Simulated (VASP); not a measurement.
Here is a VASP 6.6.1 calculation.

File POSCAR:

```
Se
1.0
   -1.4443187444      1.4443187444      1.4443187444
    1.4443187444     -1.4443187444      1.4443187444
    1.4443187444      1.4443187444     -1.4443187444
Se
1
Direct
    0.0000000000      0.0000000000      0.0000000000
```

The input INCAR.step1:

```
SYSTEM = Se
PREC = Accurate
ENCUT = 600
ISMEAR = 0
SIGMA = 0.1
LREAL = .False.
LASPH = .True.
NELM = 100
GGA = PE
ALGO = Normal
EDIFF = 1E-4
LWAVE = .True.
LCHARG = .False.
```

INCAR.step2

```
SYSTEM = Se
PREC = Accurate
ENCUT = 600
EDIFF = 1E-6
ISMEAR = 0
SIGMA = 0.1
LREAL = .False.
LASPH = .True.
NELM = 100
ALGO = Normal
ISIF = 3
LWAVE = .False.
LCHARG = .False.
METAGGA = R2SCAN
LMIXTAU = .True.
IBRION = 2
NSW = 100
EDIFFG = -0.002
PSTRESS = 1250.0
ISTART = 1
```

File KPOINTS:

```
regular mesh
0
Gamma
  20 20 20
  0 0 0
```

Potentials or basis: VASP PAW PBE potentials, release 64 (Se).

Command:

```bash
$ cat potpaw_PBE.64/Se/POTCAR > POTCAR
$ cp INCAR.step1 INCAR
$ mpirun -np 1 vasp_std > vasp.out
$ cp INCAR.step2 INCAR
$ mpirun -np 1 vasp_std > vasp.out
```

(1) Predict the band gap on the k mesh.

(2) Predict the space group after relaxing (to 0.05 Å).

Answers

(1) zero (band 3 reaches 20.60 eV, above the bottom of band 4 at 5.71 eV).

(2) Im-3m (No. 229).

Caveat: the cell is relaxed towards a set pressure, so the enthalpy falls and the energy may rise.
